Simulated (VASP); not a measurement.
A run of VASP 6.6.1 is set up as follows.

Contents of INCAR:

```
SYSTEM = As
ALGO     = Normal         ! electronic algorithm
EDIFF    = 1E-7           ! SCF threshold, eV
EDIFFG   = -0.005         ! ionic threshold
ENCUT    = 600            ! plane-wave cutoff, eV
GGA      = PE             ! functional
IBRION   = 2              ! ionic algorithm
ISIF     = 3              ! what is computed and relaxed
ISMEAR   = -1             ! smearing method
LASPH    = .True.         ! aspherical terms in the spheres
LCHARG   = .False.        ! write CHGCAR
LREAL    = .False.        ! projectors in reciprocal space
LWAVE    = .False.        ! write WAVECAR
NELM     = 80             ! most SCF steps
NSW      = 32             ! ionic steps
PREC     = Accurate       ! precision mode
PSTRESS  = 93.0         
SIGMA    = 0.08           ! smearing width, eV
```

KPOINTS

```
k-points
0
Gamma
  16 16 15
  0 0 0
```

The input POSCAR:

```
As
1.0
    2.8157281170      0.0000000000      0.0000000000
   -1.4078640585      2.4384920794      0.0000000000
    0.0000000000      0.0000000000      2.6530479197
As
1
Direct
    0.0000000000      0.0000000000      0.0000000000
```

Potentials or basis: VASP PAW PBE potentials, release 64 (As).

Launch:

```bash
$ cat potpaw_PBE.64/As/POTCAR > POTCAR
$ mpirun -np 1 vasp_std > vasp.out
```

Problem. Estimate the band gap on the k mesh.

Solution. Zero (an odd number of electrons rules out a gap without spin polarisation).

Problem. What does it give for the space group after relaxing (to 0.1 Å)?

Solution. P6/mmm (No. 191).

Problem. Predict the relaxed volume.

Solution. 18.25 Å³/atom.

Final structure:
```xyz
1
Lattice="2.8174 0.0000 0.0000 -1.4087 2.4400 0.0000 0.0000 0.0000 2.6552" Properties=species:S:1:pos:R:3 pbc="T T T"
As   -1.4087    2.4400    2.6552
```

Caveat: the cell is relaxed towards a set pressure, so the run minimises the enthalpy, not the energy; an odd number of electrons without spin polarisation forces a metal; a magnetic or distorted state may lie lower.
